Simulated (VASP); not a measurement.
# Gd (Im-3m) in VASP: further runs

The runs below take Gd through single point, with PBE.

All numbers are computed with VASP 6.6.1; they aren't measurements. Logs are shortened: lines on timing, memory, paths and dates and some standing lists are left out, and cuts for length are marked.

## (1) The cell of the first run

Symmetry: Im-3m, No. 229, cubic system. Conventional cell: a = 3.851 Å, b = 3.851 Å, c = 3.851 Å, α = 90.00°, β = 90.00°, γ = 90.00°. Within 4.4 Å of Gd (site symmetry m-3m) lie 14 Gd at 3.34 to 3.85 Å.

## (2) Single point, PBE, collinear spin, ferromagnetic start (volume scaled by 0.86)

Contents of INCAR:

```
SYSTEM = Gd
PREC = Accurate ; ENCUT = 520
EDIFF = 1E-6 ; ISMEAR = -1
SIGMA = 0.03 ; LREAL = .FALSE.
LASPH = .TRUE. ; NELM = 150
ALGO = Normal ; ISIF = 2
LWAVE = .FALSE. ; LCHARG = .FALSE.
ISPIN = 2 ; MAGMOM = 7
LORBIT = 11 ; LMAXMIX = 6
GGA = PE ; NBANDS = 19
```

Contents of KPOINTS:

```
regular mesh
0
G
  11 11 11
  0 0 0
```

Contents of POSCAR:

```
Gd
1.0
   -1.9257112961      1.9257112961      1.9257112961
    1.9257112961     -1.9257112961      1.9257112961
    1.9257112961      1.9257112961     -1.9257112961
Gd
1
Direct
    0.0000000000      0.0000000000      0.0000000000
```

Potentials or basis: VASP PAW PBE potentials, release 64 (Gd).

Started as:

```bash
$ cat potpaw_PBE.64/Gd/POTCAR > POTCAR
$ mpirun -np 1 vasp_std > vasp.out
```

OUTCAR:

```text
SYSTEM = Gd
   PREC = Accurate
   ENCUT = 520
   EDIFF = 1E-6
   ISMEAR = -1
   LREAL = .FALSE.
   LASPH = .TRUE.
   NELM = 150
   ISIF = 2
   ISPIN = 2
   LORBIT = 11
   GGA = PE

 ion  position               nearest neighbor table
   1  0.000  0.000  0.000-

  LATTYP: Found a body centered cubic cell.
 ALAT       =     3.8514225922

  Lattice vectors:

 A1 = (  -1.9257112961,   1.9257112961,   1.9257112961)
 A2 = (   1.9257112961,  -1.9257112961,   1.9257112961)
 A3 = (   1.9257112961,   1.9257112961,  -1.9257112961)

Analysis of symmetry for initial positions (statically):
=====================================================================
 Subroutine PRICEL returns:
 Original cell was already a primitive cell.

 Routine SETGRP: Setting up the symmetry group for a
 body centered cubic supercell.

 Subroutine GETGRP returns: Found 48 space group operations
 (whereof 48 operations were pure point group operations)
 out of a pool of 48 trial point group operations.

The static configuration has the point symmetry O_h .

Analysis of symmetry for dynamics (positions and initial velocities):
=====================================================================
 Subroutine PRICEL returns:
 Original cell was already a primitive cell.

 Routine SETGRP: Setting up the symmetry group for a
 body centered cubic supercell.

 Subroutine GETGRP returns: Found 48 space group operations
 (whereof 48 operations were pure point group operations)
 out of a pool of 48 trial point group operations.

The dynamic configuration has the point symmetry O_h .

Analysis of structural, dynamic, and magnetic symmetry:
=====================================================================
 Subroutine PRICEL returns:
 Original cell was already a primitive cell.

 Routine SETGRP: Setting up the symmetry group for a
 body centered cubic supercell.

 Subroutine GETGRP returns: Found 48 space group operations
 (whereof 48 operations were pure point group operations)
 out of a pool of 48 trial point group operations.

The overall configuration has the point symmetry O_h .

 Subroutine INISYM returns: Found 48 space group operations
 (whereof 48 operations are pure point group operations),
 and found     1 'primitive' translations

----------------------------------------------------------------------------------------

                                     Primitive cell

  volume of cell :      28.5650

  direct lattice vectors                    reciprocal lattice vectors
    -1.925711296  1.925711296  1.925711296     0.000000000  0.259644320  0.259644320
     1.925711296 -1.925711296  1.925711296     0.259644320  0.000000000  0.259644320
     1.925711296  1.925711296 -1.925711296     0.259644320  0.259644320  0.000000000

  length of vectors
     3.335429806  3.335429806  3.335429806     0.367192519  0.367192519  0.367192519

[... 93 lines left out ...]
   ISMEAR =    -1;   SIGMA  =   0.03  broadening in eV -4-tet -1-fermi 0-gaus
   EFERMI_NEDOS =   21; number of points for ismear=-14 and -15
   IALGO  =     38    algorithm
   IMIX   =      4    mixing-type and parameters
     AMIX     =   0.40;   BMIX     =  1.00
     AMIX_MAG =   1.60;   BMIX_MAG =  1.00
  volume/ion in A,a.u.               =      28.56       192.77
  Fermi-wavevector in a.u.,A,eV,Ry     =   1.403528  2.652284 26.802002  1.969892
  Thomas-Fermi vector in A             =   2.526181
   LORBIT       =     11    0 simple, 1 ext, 2 COOP (PROOUT), +10 PAW based schemes
   GGA     = PE    functional components
   LHFCALC =     F    Hartree Fock is set to
   AEXX    =    0.0000 exact exchange contribution
   IVDW    =     0    specifies the selected vdW correction
   LEPSILON=     F    determine dielectric tensor
   LRPA    =     F    only Hartree local field effects (RPA)
 spin polarized calculation
  energy-cutoff  :      520.00
  volume of cell :       28.56
 maximum number of plane-waves:       780
 NGX is ok and might be reduce to    28
   NGX = 13   NGY = 13   NGZ = 13

 number of electron      18.0000006 magnetization       7.6206801

 Free energy of the ion-electron system (eV)
  ---------------------------------------------------
  ext. energy  EPLUGINS =         0.00000000
  ---------------------------------------------------
  free energy    TOTEN  =       -11.53196546 eV

  energy without entropy =      -11.52714351  energy(sigma->0) =      -11.52955448

 E-fermi :   3.7311     XC(G=0): -10.6441

 val. band max:        3.7133696281   @ k =   0.1818   0.1818   0.0000
 cond. band min:       3.7377838939   @ k =  -0.3636   0.3636   0.1818
 fundamental gap:      0.0244142658
 Fermi energy:         3.7310986750

 spin component 1

 k-point     1 :       0.0000    0.0000    0.0000
  band No.  band energies     occupation
      1     -41.3865      1.00000
      2     -18.2264      1.00000
      3     -18.2264      1.00000
      4     -18.2264      1.00000
      5      -1.5545      1.00000
      6      -1.0475      1.00000
[... 517 lines left out ...]
     18      12.4745      0.00000
     19      14.2237      0.00000

 [... further k-points ...]

 spin component 2

 k-point     1 :       0.0000    0.0000    0.0000
  band No.  band energies     occupation
      1     -38.1426      1.00000
      2     -15.7904      1.00000
      3     -15.7904      1.00000
      4     -15.7904      1.00000
      5      -0.5944      1.00000
      6       4.2237      0.00000
[... 517 lines left out ...]
     18      13.9601      0.00000
     19      15.3142      0.00000

 [... further k-points ...]
[... 5 lines left out ...]
  --------------------------------------------------------------------------------------
  -------------------------------------------------------------------------------------
  Total        1.0603905      1.0603905      1.0603905      0.0000000      0.0000000      0.0000000
  in kB       59.4761524     59.4761524     59.4761524      0.0000000      0.0000000      0.0000000
  external PRESSURE =      59.4761524 kB  Pullay stress =       0.0000000 kB

 VOLUME and BASIS-vectors are now :
 -----------------------------------------------------------------------------
  energy-cutoff  :      520.00
  volume of cell :       28.56
      direct lattice vectors                 reciprocal lattice vectors
    -1.925711296  1.925711296  1.925711296     0.000000000  0.259644320  0.259644320
     1.925711296 -1.925711296  1.925711296     0.259644320  0.000000000  0.259644320
     1.925711296  1.925711296 -1.925711296     0.259644320  0.259644320  0.000000000

 POSITION                                       TOTAL-FORCE (eV/Angst)
 -----------------------------------------------------------------------------------
      0.00000      0.00000      0.00000        -0.000000      0.000000      0.000000
 -----------------------------------------------------------------------------------
    total drift:                               -0.000000     -0.000000     -0.000000

  FREE ENERGIE OF THE ION-ELECTRON SYSTEM (eV)
  ---------------------------------------------------
  free  energy   TOTEN  =       -11.5319654585 eV

  energy  without entropy=      -11.5271435053  energy(sigma->0) =      -11.52955448

 total charge

# of ion       s       p       d       f       tot
--------------------------------------------------
    1        2.080   5.550   0.683   6.965  15.278

 magnetization (x)

# of ion       s       p       d       f       tot
--------------------------------------------------
    1        0.004  -0.057   0.262   6.823   7.032
```

stdout:

```text
POSCAR found type information on POSCAR Gd
 POSCAR found :  1 types and       1 ions
 scaLAPACK will be used
 LDA part: xc-table for (Slater+PW92), standard interpolation
 POSCAR, INCAR and KPOINTS ok, starting setup
 FFT: planning ... GRIDC
 FFT: planning ... GRID_SOFT
 FFT: planning ... GRID
 WAVECAR not read
 entering main loop
```

Wall time 85 s (1 thread of Intel Xeon 6975P-C (Granite Rapids), shared host); peak memory 0.21 GiB.

Results:

```yaml
Free_energy: -11.5320 eV
Pressure: 5.9 GPa
Net_moment: 7.62 μB per cell
Site_moments: Gd +7.03 μB
Valence_electrons_inside_the_program's_atomic_spheres: Gd 15.28
```

Levels at points of the mesh, in eV from the Fermi level:
Spin up:
```tsv
k point	band 11	band 12	band 13	band 14	band 15	band 16
(0.00, 0.00, 0.00)	-4.59	-4.54	1.37	1.37	1.37	3.97
```
Spin down:
```
           k point  band 2  band 3  band 4  band 5  band 6  band 7  band 8  band 9
(0.00, 0.00, 0.00)  -19.52  -19.52  -19.52   -4.33    0.49    0.49    0.49    0.90
```

Caveat: spin-orbit coupling is left out, which moves the levels of the heavy elements. The state reached can hang on the start; a lower one may exist.

## (3) Single point, PBE, collinear spin, ferromagnetic start (volume scaled by 0.92)

Contents of INCAR:

```
PREC     = Accurate       # precision mode
ENCUT    = 520            # plane-wave cutoff, eV
EDIFF    = 1E-7           # SCF threshold, eV
ISMEAR   = -1             # smearing method
SIGMA    = 0.03           # smearing width, eV
LREAL    = False          # projectors in reciprocal space
LASPH    = True           # aspherical terms in the spheres
NELM     = 150            # most SCF steps
ALGO     = Normal         # electronic algorithm
ISIF     = 2              # what is computed and relaxed
LWAVE    = False          # write WAVECAR
LCHARG   = False          # write CHGCAR
ISPIN    = 2              # spin polarisation
MAGMOM   = 7              # initial moments
LORBIT   = 11             # projections on sites
LMAXMIX  = 6              # l up to which the mixer works
GGA      = PE             # functional
NBANDS   = 19             # bands
```

Contents of KPOINTS:

```
regular mesh
0
Gamma
  11 11 11
```

Contents of POSCAR:

```
Gd
1.0
   -1.9694923731      1.9694923731      1.9694923731
    1.9694923731     -1.9694923731      1.9694923731
    1.9694923731      1.9694923731     -1.9694923731
Gd
1
Direct
    0.0000000000      0.0000000000      0.0000000000
```

Potentials or basis: VASP PAW PBE potentials, release 64 (Gd).

Started as:

```bash
$ cat potpaw_PBE.64/Gd/POTCAR > POTCAR
$ mpirun -np 1 vasp_std > vasp.out
```

Run time: 86 s. Hardware: 1 thread of Intel Xeon 6975P-C (Granite Rapids), shared host; peak memory 0.22 GiB.

The run converged. Its results:

```yaml
Free_energy: -11.5887 eV
Pressure: 3.0 GPa
Net_moment: 7.63 μB per cell
Site_moments: Gd +7.02 μB
Valence_electrons_inside_the_program's_atomic_spheres: Gd 15.24
```

Levels at points of the mesh, in eV from the Fermi level:
Spin up:
| k point | band 10 | band 11 | band 12 | band 13 | band 14 | band 15 | band 16 | band 17 |
| --- | --- | --- | --- | --- | --- | --- | --- | --- |
| (0.00, 0.00, 0.00) | -4.72 | -4.72 | -4.68 | 1.32 | 1.32 | 1.32 | 3.75 | 3.75 |
Spin down:
```csv
k point,band 3,band 4,band 5,band 6,band 7,band 8
"(0.00, 0.00, 0.00)",-19.73,-19.73,-4.29,0.41,0.41,0.41
```

Caveat: spin-orbit coupling is left out, which moves the levels of the heavy elements.

## (4) Single point, PBE, collinear spin, ferromagnetic start (volume scaled by 0.96)

Contents of INCAR:

```
  ALGO = Normal
  EDIFF = 1E-6
  ENCUT = 520
  GGA = PE
  ISIF = 2
  ISMEAR = -1
  ISPIN = 2
  LASPH = T
  LCHARG = T
  LELF = T
  LMAXMIX = 6
  LORBIT = 11
  LREAL = F
  LVHAR = T
  LWAVE = F
  MAGMOM = 7
  NBANDS = 19
  NELM = 150
  PREC = Accurate
  SIGMA = 0.03
```

Contents of KPOINTS:

```
k-points
0
Gamma
  11 11 11
```

Contents of POSCAR:

```
Gd
1.0
   -1.9976317802      1.9976317802      1.9976317802
    1.9976317802     -1.9976317802      1.9976317802
    1.9976317802      1.9976317802     -1.9976317802
Gd
1
Direct
    0.0000000000      0.0000000000      0.0000000000
```

Started as:

```bash
$ cat potpaw_PBE.64/Gd/POTCAR > POTCAR
$ mpirun -np 1 vasp_std > vasp.out
```

Run time: 61 s. Hardware: 1 thread of Intel Xeon 6975P-C (Granite Rapids), shared host; peak memory 0.21 GiB.

It converged, with:

| Property | Result |
| --- | --- |
| Free energy | -11.6080 eV |
| Pressure | 1.5 GPa |
| Net moment | 7.65 μB per cell |
| Site moments | Gd +7.02 μB |
| Valence electrons inside the program's atomic spheres | Gd 15.21 |

Levels at points of the mesh, in eV from the Fermi level:
Spin up:
```csv
k point,band 9,band 10,band 11,band 12,band 13,band 14,band 15,band 16,band 17,band 18
"(0.00, 0.00, 0.00)",-4.79,-4.79,-4.79,-4.76,1.30,1.30,1.30,3.62,3.62,10.56
```
Spin down:
```tsv
k point	band 1	band 2	band 3	band 4	band 5	band 6	band 7	band 8	band 9	band 10
(0.00, 0.00, 0.00)	-42.03	-19.84	-19.84	-19.84	-4.23	0.37	0.37	0.37	0.69	0.69
```

Caveat: spin-orbit coupling is left out, which moves the levels of the heavy elements.

## (5) Single point, PBE, collinear spin, ferromagnetic start (volume scaled by 1.04)

Contents of INCAR:

```
ALGO = Normal
EDIFF = 1E-6
ENCUT = 520
GGA = PE
ISIF = 2
ISMEAR = -1
ISPIN = 2
LASPH = True
LCHARG = False
LMAXMIX = 6
LORBIT = 11
LREAL = False
LWAVE = False
MAGMOM = 7
NBANDS = 19
NELM = 150
PREC = Accurate
SIGMA = 0.03
```

KPOINTS is that of step 4.

Contents of POSCAR:

```
Gd
1.0
   -2.0516477927      2.0516477927      2.0516477927
    2.0516477927     -2.0516477927      2.0516477927
    2.0516477927      2.0516477927     -2.0516477927
Gd
1
Direct
    0.0000000000      0.0000000000      0.0000000000
```

Potentials or basis: VASP PAW PBE potentials, release 64 (Gd).

Started as:

```bash
$ cat potpaw_PBE.64/Gd/POTCAR > POTCAR
$ mpirun -np 1 vasp_std > vasp.out
```

OUTCAR:

```text
EDIFF = 1E-6
   ENCUT = 520
   GGA = PE
   ISIF = 2
   ISMEAR = -1
   ISPIN = 2
   LASPH = True
   LORBIT = 11
   LREAL = False
   NELM = 150
   PREC = Accurate

 ion  position               nearest neighbor table
   1  0.000  0.000  0.000-

  LATTYP: Found a body centered cubic cell.
 ALAT       =     4.1032955854

  Lattice vectors:

 A1 = (  -2.0516477927,   2.0516477927,   2.0516477927)
 A2 = (   2.0516477927,  -2.0516477927,   2.0516477927)
 A3 = (   2.0516477927,   2.0516477927,  -2.0516477927)

Analysis of symmetry for initial positions (statically):
=====================================================================
 Subroutine PRICEL returns:
 Original cell was already a primitive cell.

 Routine SETGRP: Setting up the symmetry group for a
 body centered cubic supercell.

 Subroutine GETGRP returns: Found 48 space group operations
 (whereof 48 operations were pure point group operations)
 out of a pool of 48 trial point group operations.

The static configuration has the point symmetry O_h .

Analysis of symmetry for dynamics (positions and initial velocities):
=====================================================================
 Subroutine PRICEL returns:
[... 182 lines left out ...]
      4     -19.6797      1.00000
      5      -2.2464      1.00000
      6      -2.2374      1.00000
[... 517 lines left out ...]
     18       9.8767      0.00000
     19      11.8152      0.00000

 [... further k-points ...]

 spin component 2

 k-point     1 :       0.0000    0.0000    0.0000
  band No.  band energies     occupation
      1     -39.3715      1.00000
      2     -17.2723      1.00000
      3     -17.2723      1.00000
      4     -17.2723      1.00000
      5      -1.3517      1.00000
      6       3.0707      0.00007
[... 517 lines left out ...]
     18      11.2939      0.00000
     19      12.9086      0.00000

 [... further k-points ...]
[... 5 lines left out ...]
  --------------------------------------------------------------------------------------
  -------------------------------------------------------------------------------------
  Total       -0.2710835     -0.2710835     -0.2710835     -0.0000000     -0.0000000      0.0000000
  in kB      -12.5731826    -12.5731826    -12.5731826     -0.0000000     -0.0000000      0.0000000
  external PRESSURE =     -12.5731826 kB  Pullay stress =       0.0000000 kB

 VOLUME and BASIS-vectors are now :
 -----------------------------------------------------------------------------
  energy-cutoff  :      520.00
  volume of cell :       34.54
      direct lattice vectors                 reciprocal lattice vectors
    -2.051647793  2.051647793  2.051647793     0.000000000  0.243706547  0.243706547
     2.051647793 -2.051647793  2.051647793     0.243706547  0.000000000  0.243706547
     2.051647793  2.051647793 -2.051647793     0.243706547  0.243706547  0.000000000

 POSITION                                       TOTAL-FORCE (eV/Angst)
 -----------------------------------------------------------------------------------
      0.00000      0.00000      0.00000        -0.000000     -0.000000      0.000000
 -----------------------------------------------------------------------------------
    total drift:                               -0.000000     -0.000000     -0.000000

  FREE ENERGIE OF THE ION-ELECTRON SYSTEM (eV)
  ---------------------------------------------------
  free  energy   TOTEN  =       -11.6106975959 eV

  energy  without entropy=      -11.6049748350  energy(sigma->0) =      -11.60783622

 total charge

# of ion       s       p       d       f       tot
--------------------------------------------------
    1        2.070   5.565   0.563   6.982  15.180

 magnetization (x)

# of ion       s       p       d       f       tot
--------------------------------------------------
    1        0.001  -0.056   0.239   6.823   7.007
```

stdout:

```text
POSCAR found type information on POSCAR Gd
 POSCAR found :  1 types and       1 ions
 scaLAPACK will be used
 LDA part: xc-table for (Slater+PW92), standard interpolation
 POSCAR, INCAR and KPOINTS ok, starting setup
 FFT: planning ... GRIDC
 FFT: planning ... GRID_SOFT
 FFT: planning ... GRID
 WAVECAR not read
 entering main loop
```

Wall time 72 s (1 thread of Intel Xeon 6975P-C (Granite Rapids), shared host); peak memory 0.22 GiB.

What came out:

| Quantity | Value |
| --- | --- |
| Free energy | -11.6107 eV |
| Pressure | -1.3 GPa |
| Net moment | 7.66 μB per cell |
| Site moments | Gd +7.01 μB |
| Valence electrons inside the program's atomic spheres | Gd 15.18 |

Caveat: spin-orbit coupling is left out, which moves the levels of the heavy elements.

## (6) Summary

```tsv
cell	gap on the mesh (eV)	pressure (GPa)	moment (μB)
a = 3.335 Å, angles 109.5°, 1 atom	none	5.9	7.62
a = 3.411 Å, angles 109.5°, 1 atom	none	3.0	7.63
a = 3.460 Å, angles 109.5°, 1 atom	none	1.5	7.65
a = 3.554 Å, angles 109.5°, 1 atom	none	-1.3	7.66
```

Alike in all rows: task single point; level PBE; potentials or basis VASP PAW PBE potentials, release 64 (Gd); spin collinear, ferromagnetic start; k mesh 11 × 11 × 11; cutoff (eV) 520; smearing fermi-dirac 0.03 eV.

Caveats: spin-orbit coupling is left out, which moves the levels of the heavy elements.

Total energies depend on the potentials used, so only differences within one code and one set of settings carry meaning.
